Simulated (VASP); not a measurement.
# Cd: single point with PBEsol

The system is Cd.

```
CELL_PARAMETERS angstrom
1.65076 0.95307 7.97801
-1.65076 0.95307 7.97801
0.00000 -1.90613 7.97801
ATOMIC_POSITIONS crystal
Cd 0.00000 0.00000 0.00000
Cd 0.22222 0.22222 0.22222
Cd 0.77778 0.77778 0.77778
```

* Program: VASP 6.6.1
* Task: single point
* Functional: PBEsol
* Potentials or basis: VASP PAW PBE potentials, release 64 (Cd)
* Cutoff: 520 eV
* k mesh: 6 × 6 × 6
* Occupations: gaussian, width 0.1 eV
* Spin: no spin polarisation
* Dipole correction: no
* Further INCAR settings: ALGO = Normal; EDIFF = 1e-06; NBANDS = 25

```yaml
Pressure: -5.5 GPa
Largest_force: 0.044 eV/Å
Band_gap_on_the_k_mesh: zero (bands 18 and 19 overlap by 1.64 eV)
```

Forces in eV/Å, atoms in the order of the input:
```
Cd   0.000  0.000  0.000
Cd   0.000  0.000  0.044
Cd   0.000  0.000 -0.044
```

Stress tensor (GPa, compression positive):
```
-5.82  0.00  0.00
 0.00 -5.82  0.00
 0.00  0.00 -4.75
```

Levels at points of the mesh, in eV from the Fermi level:
```
           k point  band 16  band 17  band 18  band 19  band 20  band 21
(0.00, 0.00, 0.00)    -7.85    -5.06    -5.06     3.11     3.11    11.51
(0.50, 0.00, 0.00)    -2.39    -2.30    -1.04    -0.23     0.98     1.43
(0.50, 0.50, 0.00)    -2.18    -2.15    -1.47    -0.95     1.80     2.57
(0.50, 0.50, 0.50)    -7.20    -7.15    -1.77    -1.39     8.79     8.80
```

Wall time 6 min on 1 thread of AMD EPYC 7R13 Processor (Zen 3), on a shared host, peak memory 0.47 GiB.

Caveat: the k points lie up to 0.37 Å⁻¹ apart, too coarse for converged energies and pressures of a metal; the PAW data sets were made with another functional, which shifts forces and pressure a little.
